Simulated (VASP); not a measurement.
Runs of VASP 6.6.1 on YS. The structure is that of space group Fm-3m (No. 225), or close to it. The cells are those of the table. 

| task | cell | gap on the mesh (eV) | pressure (GPa) |
| --- | --- | --- | --- |
| electric field gradients | a = 3.906 Å, angles 60.0°, 2 atoms | none | -5.5 |
| electric field gradients | a = 3.842, b = 3.842, c = 3.880 Å, angles 59.7, 59.7, 60.7°, 2 atoms | none | -1.7 |
| single point | a = 3.842, b = 3.842, c = 3.880 Å, angles 59.7, 59.7, 60.7°, 2 atoms | none | -1.7 |
| single point | a = 3.919, b = 3.919, c = 3.880 Å, angles 60.3, 60.3, 59.3°, 2 atoms | none | -5.4 |
| electric field gradients | a = 3.828 Å, angles 60.0°, 2 atoms | none | (a) |
| single point | a = 3.919 Å, angles 58.7°, 2 atoms | none | -3.8 |
| electric field gradients | a = 3.867 Å, angles 60.0°, 2 atoms | none | -2.8 |
| single point | a = 3.956 Å, angles 60.0°, 2 atoms | none | -8.5 |
| single point | a = 3.900, b = 3.900, c = 3.919 Å, angles 59.8, 59.8, 60.3°, 2 atoms | none | -5.5 |
| single point | a = 3.900 Å, angles 59.3°, 2 atoms | none | -3.8 |
| electric field gradients | a = 3.956 Å, angles 60.0°, 2 atoms | none | -8.5 |

Alike in all rows: level LDA; potentials or basis VASP PAW LDA potentials, release 64 (Y_sv, S); no spin polarisation; k mesh 8 × 8 × 8; cutoff (eV) 520; smearing fermi-dirac 0.01 eV.

Q: Estimate the missing entries.

A: (a) 0.4.

Caveats: the cell stands under tension (at least some runs).

A k mesh can miss the band edges, and the runs leave out spin-orbit coupling on Y.

A gap of «none» marks levels without a gap at the run's occupations.
